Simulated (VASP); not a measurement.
Here is a VASP 6.6.1 calculation.

The input INCAR:

```
SYSTEM = Si3Cl2
PREC     = Accurate       ! precision mode
ENCUT    = 500            ! plane-wave cutoff, eV
EDIFF    = 1E-6           ! SCF threshold, eV
ISMEAR   = 0              ! smearing method
SIGMA    = 0.2            ! smearing width, eV
LREAL    = .FALSE.        ! projectors in reciprocal space
LASPH    = .TRUE.         ! aspherical terms in the spheres
NELM     = 120            ! most SCF steps
ALGO     = Normal         ! electronic algorithm
ISIF     = 2              ! what is computed and relaxed
LWAVE    = .FALSE.        ! write WAVECAR
LCHARG   = .TRUE.         ! write CHGCAR
GGA      = PE             ! functional
LELF     = .TRUE.         ! ELF
LVHAR    = .TRUE.       
NBANDS   = 21             ! bands
GGA_COMPAT= .FALSE.
```

KPOINTS

```
regular mesh
0
G
  4 4 3
  0 0 0
```

POSCAR

```
Si3Cl2
1.0
    4.3485758460      0.0000000000      0.0000000000
   -2.1742879230      3.7659771529      0.0000000000
    0.0000000000      0.0000000000      5.9068285728
Si Cl
3 2
Direct
    0.6666666667      0.3333333333      0.8365927106
    0.3333333333      0.6666666667      0.1634072894
    0.0000000000      0.0000000000      0.0000000000
    0.6666666667      0.3333333333      0.3815429677
    0.3333333333      0.6666666667      0.6184570323
```

Potentials or basis: VASP PAW PBE potentials, release 64 (Si, Cl).

The run is started by

```console
$ cat potpaw_PBE.64/Si/POTCAR potpaw_PBE.64/Cl/POTCAR > POTCAR
$ mpirun -np 1 vasp_std > vasp.out
```

Q: What does it give for the band gap on the k mesh?

A: Zero (bands 13 and 14 overlap by 0.49 eV).

Q: What does it give for the pressure?

A: 0.2 GPa.

Q: What does it give for the largest force?

A: 0.029 eV/Å.

Stress tensor (GPa, compression positive):
```
0.11 0.00 0.00
0.00 0.11 0.00
0.00 0.00 0.53
```

Caveat: the k points lie up to 0.42 Å⁻¹ apart.
